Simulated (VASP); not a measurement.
# AlN (F-43m) in VASP: further runs

AlN is run at these levels: r2SCAN; tasks: relaxation of cell and atoms.

All numbers are computed with VASP 6.6.1; they aren't measurements. Logs are shortened: lines on timing, memory, paths and dates and some standing lists are left out, and cuts for length are marked.

## 1. The cell of the first run

The structure is cubic, space group F-43m (No. 216). Conventional cell: a = 4.370 Å, b = 4.370 Å, c = 4.370 Å, α = 90.00°, β = 90.00°, γ = 90.00°. Within 2.5 Å of Al (site symmetry -43m) lie 4 N at 1.89 Å. N (site symmetry -43m) has 4 Al at 1.89 Å within 2.5 Å.

## 2. Relaxation of cell and atoms, r2SCAN, target pressure 4 GPa, at which the enthalpy is minimised

POSCAR

```
AlN
1.0
    2.1848998483      2.1848998483      0.0000000000
   -2.1848998483      2.1848998483      0.0000000000
    0.0000000000      2.1848998483      2.1848998483
Al N
1 1
Direct
    0.0000000000      0.0000000000      0.0000000000
    0.2500000000      0.7500000000      0.5000000000
```

INCAR.step1

```
PREC     = Accurate       # precision mode
ENCUT    = 600            # plane-wave cutoff, eV
ISMEAR   = 0              # smearing method
SIGMA    = 0.01           # smearing width, eV
LREAL    = False          # projectors in reciprocal space
LASPH    = True           # aspherical terms in the spheres
NELM     = 100            # most SCF steps
GGA      = PE             # functional
ALGO     = Normal         # electronic algorithm
EDIFF    = 1E-4           # SCF threshold, eV
LWAVE    = True           # write WAVECAR
LCHARG   = False          # write CHGCAR
```

INCAR.step2

```
PREC     = Accurate       # precision mode
ENCUT    = 600            # plane-wave cutoff, eV
EDIFF    = 1E-6           # SCF threshold, eV
ISMEAR   = 0              # smearing method
SIGMA    = 0.01           # smearing width, eV
LREAL    = False          # projectors in reciprocal space
LASPH    = True           # aspherical terms in the spheres
NELM     = 100            # most SCF steps
ALGO     = Normal         # electronic algorithm
ISIF     = 3              # what is computed and relaxed
LWAVE    = False          # write WAVECAR
LCHARG   = False          # write CHGCAR
METAGGA  = R2SCAN         # meta-GGA
LMIXTAU  = True         
IBRION   = 2              # ionic algorithm
NSW      = 100            # ionic steps
EDIFFG   = -0.002         # ionic threshold
PSTRESS  = 40.0         
ISTART   = 1
```

KPOINTS

```
regular mesh
0
Gamma
  10 10 10
```

Potentials or basis: VASP PAW PBE potentials, release 64 (Al, N).

The run is started by

```sh
$ cat potpaw_PBE.64/Al/POTCAR potpaw_PBE.64/N/POTCAR > POTCAR
$ cp INCAR.step1 INCAR
$ mpirun -np 1 vasp_std > vasp.out
$ cp INCAR.step2 INCAR
$ mpirun -np 1 vasp_std > vasp.out
```

OUTCAR:

```text
PREC = Accurate
   ENCUT = 600
   EDIFF = 1E-6
   ISMEAR = 0
   LREAL = False
   LASPH = True
   NELM = 100
   ISIF = 3
   METAGGA = R2SCAN
   IBRION = 2
   NSW = 100
   EDIFFG = -0.002
   PSTRESS = 40.0
   ISTART = 1

 ion  position               nearest neighbor table
   1  0.000  0.000  0.000-   2 1.89   2 1.89   2 1.89   2 1.89
   2  0.250  0.750  0.500-   1 1.89   1 1.89   1 1.89   1 1.89

  LATTYP: Found a face centered cubic cell.
 ALAT       =     4.3697996966

  Lattice vectors:

 A1 = (   0.0000000000,   2.1848998483,   2.1848998483)
 A2 = (   2.1848998483,   0.0000000000,   2.1848998483)
 A3 = (   2.1848998483,   2.1848998483,   0.0000000000)

Analysis of symmetry for initial positions (statically):
=====================================================================
 Subroutine PRICEL returns:
 Original cell was already a primitive cell.

 Routine SETGRP: Setting up the symmetry group for a
 face centered cubic supercell.

 Subroutine GETGRP returns: Found 24 space group operations
 (whereof 24 operations were pure point group operations)
 out of a pool of 48 trial point group operations.

The static configuration has the point symmetry T_d .

Analysis of symmetry for dynamics (positions and initial velocities):
=====================================================================
 Subroutine PRICEL returns:
 Original cell was already a primitive cell.

 Routine SETGRP: Setting up the symmetry group for a
 face centered cubic supercell.

 Subroutine GETGRP returns: Found 24 space group operations
 (whereof 24 operations were pure point group operations)
 out of a pool of 48 trial point group operations.

The dynamic configuration has the point symmetry T_d .

 Subroutine INISYM returns: Found 24 space group operations
 (whereof 24 operations are pure point group operations),
 and found     1 'primitive' translations

----------------------------------------------------------------------------------------

                                     Primitive cell

  volume of cell :      20.8605

  direct lattice vectors                    reciprocal lattice vectors
     2.184899848  2.184899848  0.000000000     0.228843441  0.228843441 -0.228843441
    -2.184899848  2.184899848  0.000000000    -0.228843441  0.228843441 -0.228843441
     0.000000000  2.184899848  2.184899848     0.000000000  0.000000000  0.457686882

  length of vectors
     3.089914998  3.089914998  3.089914998     0.396368467  0.396368467  0.457686882

  position of ions in fractional coordinates (direct lattice)
     0.000000000  0.000000000  0.000000000
     0.250000000  0.750000000  0.500000000

  ion indices of the primitive-cell ions
   primitive index   ion index
                 1           1
                 2           2

----------------------------------------------------------------------------------------

 KPOINTS: regular mesh

Automatic generation of k-mesh.
 Grid dimensions read from file:
 generate k-points for:   10   10   10

 Generating k-lattice:

  Cartesian coordinates                     Fractional coordinates (reciprocal lattice)
     0.022884344  0.022884344 -0.022884344     0.100000000  0.000000000  0.000000000
    -0.022884344  0.022884344 -0.022884344     0.000000000  0.100000000  0.000000000
     0.000000000  0.000000000  0.045768688     0.000000000  0.000000000  0.100000000

  Length of vectors
     0.039636847  0.039636847  0.045768688

  Shift w.r.t. Gamma in fractional coordinates (k-lattice)
     0.000000000  0.000000000  0.000000000

 Subroutine IBZKPT returns following result:
 ===========================================

 Found     47 irreducible k-points:

 Following reciprocal coordinates:
            Coordinates               Weight
  0.000000  0.000000  0.000000      1.000000
  0.100000  0.000000  0.000000      8.000000
  0.200000  0.000000  0.000000      8.000000
  0.300000  0.000000  0.000000      8.000000
  0.400000  0.000000  0.000000      8.000000
  0.500000  0.000000  0.000000      4.000000
[... 16 lines left out ...]
  0.300000  0.300000  0.000000     12.000000
  0.400000  0.300000  0.000000     24.000000
 [... further k-points ...]
   k-points           NKPTS =     47   k-points in BZ     NKDIM =     47   number of bands    NBANDS=      8
   number of dos      NEDOS =    301   number of ions     NIONS =      2
   total plane-waves  NPLWV =  21952
   dimension x,y,z NGX =    28 NGY =   28 NGZ =   28
   dimension x,y,z NGXF=    56 NGYF=   56 NGZF=   56
   ions per type =               1   1
   NGX,Y,Z   is equivalent  to a cutoff of  15.06, 15.06, 15.06 a.u.
   NGXF,Y,Z  is equivalent  to a cutoff of  30.13, 30.13, 30.13 a.u.
 SYSTEM =  unknown system
   PREC   = accura    normal or accurate (medium, high low for compatibility)
   ISTART =      1    job   : 0-new  1-cont  2-samecut
   ICHARG =      0    charge: 1-file 2-atom 10-const
   ISPIN  =      1    spin polarized calculation?
   LNONCOLLINEAR =      F non collinear calculations
   LSORBIT =      F    spin-orbit coupling
   LASPH  =      T    aspherical Exc in radial PAW
   ENCUT  =  600.0 eV  44.10 Ry    6.64 a.u.   6.17  6.17  6.17*2*pi/ulx,y,z
   NELM   =    100;   NELMIN=  2; NELMDL=  0     # of ELM steps
   EDIFF  = 0.1E-05   stopping-criterion for ELM
   LREAL  =      F    real-space projection
   EDIFFG = -.2E-02   stopping-criterion for IOM
   NSW    =    100    number of steps for IOM
   IBRION =      2    ionic relax: 0-MD 1-quasi-New 2-CG
   NFREE  =      1    steps in history (QN), initial steepest desc. (CG)
   ISIF   =      3    stress and relaxation
   ISYM   =      2    0-nonsym 1-usesym 2-fastsym
   POTIM  = 0.5000    time-step for ionic-motion
   TEBEG  =    0.0;   TEEND  =   0.0 temperature during run
   PSTRESS=   40.0 pullay stress
   NELECT =       8.0000    total number of electrons
   NUPDOWN=      -1.0000    fix difference up-down
   EMIN   =  10.00;   EMAX   =-10.00  energy-range for DOS
   EFERMI =   0.00;   METHOD = LEGACY
   ISMEAR =     0;   SIGMA  =   0.01  broadening in eV -4-tet -1-fermi 0-gaus
   EFERMI_NEDOS =   21; number of points for ismear=-14 and -15
   IALGO  =     38    algorithm
   IMIX   =      4    mixing-type and parameters
     AMIX     =   0.40;   BMIX     =  1.00
     AMIX_MAG =   1.60;   BMIX_MAG =  1.00
  volume/ion in A,a.u.               =      10.43        70.39
  Fermi-wavevector in a.u.,A,eV,Ry     =   1.189406  2.247651 19.247966  1.414686
  Thomas-Fermi vector in A             =   2.325514
   LORBIT       =      0    0 simple, 1 ext, 2 COOP (PROOUT), +10 PAW based schemes
   METAGGA = R2SCAN    functional components
   LHFCALC =     F    Hartree Fock is set to
   AEXX    =    0.0000 exact exchange contribution
   IVDW    =     0    specifies the selected vdW correction
   LEPSILON=     F    determine dielectric tensor
   LRPA    =     F    only Hartree local field effects (RPA)
 conjugate gradient relaxation of ions
 non-spin polarized calculation
 Gauss-broadening in eV      SIGMA  =   0.01
  energy-cutoff  :      600.00
  volume of cell :       20.86
 maximum number of plane-waves:       725
 NGX is ok and might be reduce to    28
   NGX = 13   NGY = 13   NGZ = 13

--------------------------------------- Ionic step        1  -------------------------------------------

 number of electron       7.9999999 magnetization

 Free energy of the ion-electron system (eV)
  ---------------------------------------------------
  ext. energy  EPLUGINS =         0.00000000
  ---------------------------------------------------
  free energy    TOTEN  =       -19.17969521 eV

  energy without entropy =      -19.17969521  energy(sigma->0) =      -19.17969521

------------------------ aborting loop because EDIFF is reached ----------------------------------------

  FORCE on cell =-STRESS in cart. coord.  units (eV):
  Direction    XX          YY          ZZ          XY          YZ          ZX
  --------------------------------------------------------------------------------------
  -------------------------------------------------------------------------------------
  Total       -0.0442805     -0.0442805     -0.0442805      0.0000000      0.0000000     -0.0000000
  in kB       -3.4009389     -3.4009389     -3.4009389      0.0000000      0.0000000     -0.0000000
  external PRESSURE =     -43.4009389 kB  Pullay stress =      40.0000000 kB
[... 99 lines left out ...]
  enthalpy is  TOTEN    =       -18.6643909332 eV   P V=        0.5108236753

--------------------------------------- Ionic step        4  -------------------------------------------

 number of electron       8.0000000 magnetization

 Free energy of the ion-electron system (eV)
  ---------------------------------------------------
  ext. energy  EPLUGINS =         0.00000000
  ---------------------------------------------------
  free energy    TOTEN  =       -19.17499539 eV

  energy without entropy =      -19.17499539  energy(sigma->0) =      -19.17499539

 E-fermi :   5.9638     XC(G=0): -11.5023

 val. band max:        5.8670650563   @ k =   0.0000   0.0000   0.0000
 cond. band min:       9.8161960474   @ k =   0.5000   0.5000   0.0000
 fundamental gap:      3.9491309912
 Fermi energy:         5.9637942873

 k-point     1 :       0.0000    0.0000    0.0000
  band No.  band energies     occupation
      1      -9.9835      2.00000
      2       5.8671      2.00000
      3       5.8671      2.00000
      4       5.8671      2.00000
      5      10.9338      0.00000
      6      19.5806      0.00000
      7      19.5806      0.00000
      8      19.5806      0.00000
[... 243 lines left out ...]
 k-point    24 :       0.4000    0.3000    0.0000
  band No.  band energies     occupation
      1      -7.3941      2.00000
      2       1.2432      2.00000
      3       2.4807      2.00000
      4       4.6520      2.00000
      5      12.4180      0.00000
      6      17.0782      0.00000
      7      19.8757      0.00000
      8      20.5457      0.00000

 [... further k-points ...]

------------------------ aborting loop because EDIFF is reached ----------------------------------------

  FORCE on cell =-STRESS in cart. coord.  units (eV):
  Direction    XX          YY          ZZ          XY          YZ          ZX
  --------------------------------------------------------------------------------------
  -------------------------------------------------------------------------------------
  Total        0.5101393      0.5101393      0.5101393      0.0000000     -0.0000000      0.0000000
  in kB       39.9635323     39.9635323     39.9635323      0.0000000     -0.0000000      0.0000000
  external PRESSURE =      -0.0364677 kB  Pullay stress =      40.0000000 kB
[... 17 lines left out ...]
  FREE ENERGIE OF THE ION-ELECTRON SYSTEM (eV)
  ---------------------------------------------------
  free  energy   TOTEN  =       -19.1749953874 eV

  energy  without entropy=      -19.1749953874  energy(sigma->0) =      -19.17499539

  enthalpy is  TOTEN    =       -18.6643905662 eV   P V=        0.5106048212

 reached required accuracy - stopping structural energy minimisation
```

It took 2 min on 1 thread of Intel Xeon 6975P-C (Granite Rapids), shared host; peak memory 0.16 GiB.

Results:

```
Free energy                                                : -19.1750 eV
Relaxed volume                                             : 10.23 Å³/atom
Relaxed cell                                               : a = 3.070 Å, b = 3.070 Å, c = 3.070 Å, α = 60.00°, β = 60.00°, γ = 90.00°
Space group after relaxing (to 0.1 Å)                      : F-43m (No. 216)
Energy change on relaxing (the run minimises the enthalpy) : +2.3 meV/atom
Ionic steps                                                : 4
Pressure after relaxing                                    : 4.0 GPa
Band gap on the k mesh                                     : 3.95 eV (least direct gap 5.07 eV)
```

The path:
```tsv
step	energy change (eV)	largest force (eV/Å)	pressure (GPa)	volume (Å³)
1	0.0000	0.0000	-0.34	20.86
2	0.0224	0.0000	9.07	20.02
3	0.0045	0.0000	3.90	20.46
4	0.0047	0.0000	4.00	20.45
```

Final structure:
```xyz
2
Lattice="2.1705 2.1705 0.0000 -2.1705 2.1705 0.0000 0.0000 2.1705 2.1705" Properties=species:S:1:pos:R:3 pbc="T T T"
Al   -2.1705    2.1705    0.0000
N    -1.0853    3.2558    1.0853
```

Caveat: the cell is relaxed towards a set pressure, so the run minimises the enthalpy, not the energy; the PAW data sets were made with another functional, which shifts forces and pressure a little. A k mesh can miss the band edges.

## 3. Relaxation of cell and atoms, r2SCAN, target pressure 7 GPa, at which the enthalpy is minimised

POSCAR is that of step 2.

INCAR.step1

```
SYSTEM = AlN
ALGO = Normal
EDIFF = 1E-4
ENCUT = 600
GGA = PE
ISMEAR = 0
LASPH = .True.
LCHARG = .False.
LREAL = .False.
LWAVE = .True.
NELM = 100
PREC = Accurate
SIGMA = 0.01
```

INCAR.step2

```
SYSTEM = AlN
ALGO = Normal
EDIFF = 1E-6
EDIFFG = -0.002
ENCUT = 600
IBRION = 2
ISIF = 3
ISMEAR = 0
ISTART = 1
LASPH = .True.
LCHARG = .False.
LMIXTAU = .True.
LREAL = .False.
LWAVE = .False.
METAGGA = R2SCAN
NELM = 100
NSW = 100
PREC = Accurate
PSTRESS = 70.0
SIGMA = 0.01
```

KPOINTS

```
k-points
0
Gamma
  10 10 10
  0 0 0
```

Potentials or basis: VASP PAW PBE potentials, release 64 (Al, N).

The run is started by

```sh
$ cat potpaw_PBE.64/Al/POTCAR potpaw_PBE.64/N/POTCAR > POTCAR
$ cp INCAR.step1 INCAR
$ mpirun -np 1 vasp_std > vasp.out
$ cp INCAR.step2 INCAR
$ mpirun -np 1 vasp_std > vasp.out
```

It took 1.9 min on 1 thread of Intel Xeon 6975P-C (Granite Rapids), shared host; peak memory 0.16 GiB.

It converged, with:

```yaml
Free_energy: -19.1659 eV
Relaxed_volume: 10.10 Å³/atom
Relaxed_cell: a = 3.056 Å, b = 3.056 Å, c = 3.056 Å, α = 60.00°, β = 60.00°, γ = 90.00°
Space_group_after_relaxing_to_0.1_Å: F-43m (No. 216)
Energy_change_on_relaxing_the_run_minimises_the_enthalpy: +6.9 meV/atom
Ionic_steps: 4
Pressure_after_relaxing: 7.0 GPa
Band_gap_on_the_k_mesh: 3.96 eV (least direct gap 5.19 eV)
```

Step by step:
```
step  energy change (eV)  largest force (eV/Å)  pressure (GPa)  volume (Å³)
   1              0.0000                0.0000           -0.34        20.86
   2              0.0678                0.0000           16.58        19.45
   3              0.0132                0.0000            6.85        20.20
   4              0.0138                0.0000            7.00        20.19
```

Final structure:
```
CELL_PARAMETERS angstrom
2.16124 2.16124 0.00000
-2.16124 2.16124 0.00000
0.00000 2.16124 2.16124
ATOMIC_POSITIONS crystal
Al 0.00000 0.00000 0.00000
N 0.25000 0.75000 0.50000
```

Levels at points of the mesh, in eV from the valence-band top:
| k point | band 1 | band 2 | band 3 | band 4 | band 5 | band 6 | band 7 | band 8 |
| --- | --- | --- | --- | --- | --- | --- | --- | --- |
| (0.00, 0.00, 0.00) | -15.93 | 0.00 | 0.00 | 0.00 | 5.19 | 13.85 | 13.85 | 13.85 |
| (0.50, 0.00, 0.00) | -13.82 | -6.03 | -0.49 | -0.49 | 8.51 | 11.06 | 12.15 | 12.15 |
| (0.50, 0.50, 0.00) | -13.16 | -5.05 | -1.84 | -1.84 | 3.96 | 9.68 | 15.66 | 17.37 |

Caveat: the cell is relaxed towards a set pressure, so the run minimises the enthalpy, not the energy; the PAW data sets were made with another functional, which shifts forces and pressure a little.

## 4. Relaxation of cell and atoms, r2SCAN, target pressure 10 GPa, at which the enthalpy is minimised

POSCAR is that of step 3.

INCAR.step1

```
SYSTEM = AlN
PREC = Accurate ; ENCUT = 600
ISMEAR = 0 ; SIGMA = 0.01
LREAL = .False. ; LASPH = .True.
NELM = 100 ; GGA = PE
ALGO = Normal ; EDIFF = 1E-4
LWAVE = .True. ; LCHARG = .False.
```

INCAR.step2

```
SYSTEM = AlN
PREC = Accurate ; ENCUT = 600
EDIFF = 1E-7 ; ISMEAR = 0
SIGMA = 0.01 ; LREAL = .False.
LASPH = .True. ; NELM = 100
ALGO = Normal ; ISIF = 3
LWAVE = .False. ; LCHARG = .False.
METAGGA = R2SCAN ; LMIXTAU = .True.
IBRION = 2 ; NSW = 100
EDIFFG = -0.002 ; PSTRESS = 100.0
ISTART = 1
```

KPOINTS

```
regular mesh
0
Gamma
  10 10 10
  0 0 0
```

The run is started by

```sh
$ cat potpaw_PBE.64/Al/POTCAR potpaw_PBE.64/N/POTCAR > POTCAR
$ cp INCAR.step1 INCAR
$ mpirun -np 1 vasp_std > vasp.out
$ cp INCAR.step2 INCAR
$ mpirun -np 1 vasp_std > vasp.out
```

Run time: 2.1 min. Hardware: 1 thread of Intel Xeon 6975P-C (Granite Rapids), shared host; peak memory 0.15 GiB.

The run converged. Its results:

```yaml
Free_energy: -19.1528 eV
Relaxed_volume: 9.97 Å³/atom
Relaxed_cell: a = 3.044 Å, b = 3.044 Å, c = 3.044 Å, α = 60.00°, β = 60.00°, γ = 90.00°
Space_group_after_relaxing_to_0.1_Å: F-43m (No. 216)
Energy_change_on_relaxing_the_run_minimises_the_enthalpy: +13.4 meV/atom
Ionic_steps: 4
Pressure_after_relaxing: 10.0 GPa
Band_gap_on_the_k_mesh: 3.97 eV (least direct gap 5.31 eV)
```

Step by step:
| step | energy change (eV) | largest force (eV/Å) | pressure (GPa) | volume (Å³) |
| --- | --- | --- | --- | --- |
| 1 | 0.0000 | 0.0000 | -0.34 | 20.86 |
| 2 | 0.1399 | 0.0000 | 24.99 | 18.89 |
| 3 | 0.0258 | 0.0000 | 9.78 | 19.96 |
| 4 | 0.0269 | 0.0000 | 10.00 | 19.94 |

Final structure:
```xyz
2
Lattice="2.1524 2.1524 0.0000 -2.1524 2.1524 0.0000 0.0000 2.1524 2.1524" Properties=species:S:1:pos:R:3 pbc="T T T"
Al    0.0000    4.3049    0.0000
N    -1.0762    3.2287    1.0762
```

Levels at points of the mesh, in eV from the valence-band top:
```csv
k point,band 1,band 2,band 3,band 4,band 5,band 6,band 7,band 8
"(0.00, 0.00, 0.00)",-16.00,0.00,0.00,0.00,5.31,13.98,13.98,13.98
"(0.50, 0.00, 0.00)",-13.86,-6.08,-0.49,-0.49,8.63,11.15,12.23,12.23
"(0.50, 0.50, 0.00)",-13.19,-5.09,-1.85,-1.85,3.97,9.76,15.84,17.53
```

Caveat: the cell is relaxed towards a set pressure, so the run minimises the enthalpy, not the energy; the PAW data sets were made with another functional, which shifts forces and pressure a little. A k mesh can miss the band edges.

## 5. Summary

| cell | gap on the mesh (eV) | pressure (GPa) |
| --- | --- | --- |
| relaxed to 4 GPa | 3.95 | 4.0 |
| relaxed to 7 GPa | 3.96 | 7.0 |
| relaxed to 10 GPa | 3.97 | 10.0 |

Alike in all rows: task relaxation of cell and atoms; level r2SCAN; potentials or basis VASP PAW PBE potentials, release 64 (Al, N); no spin polarisation; k mesh 10 × 10 × 10; cutoff (eV) 600; smearing gaussian 0.01 eV.

Caveats: the cell is relaxed towards a set pressure, so the run minimises the enthalpy, not the energy; the PAW data sets were made with another functional, which shifts forces and pressure a little.

Total energies depend on the potentials used, so only differences within one code and one set of settings carry meaning.
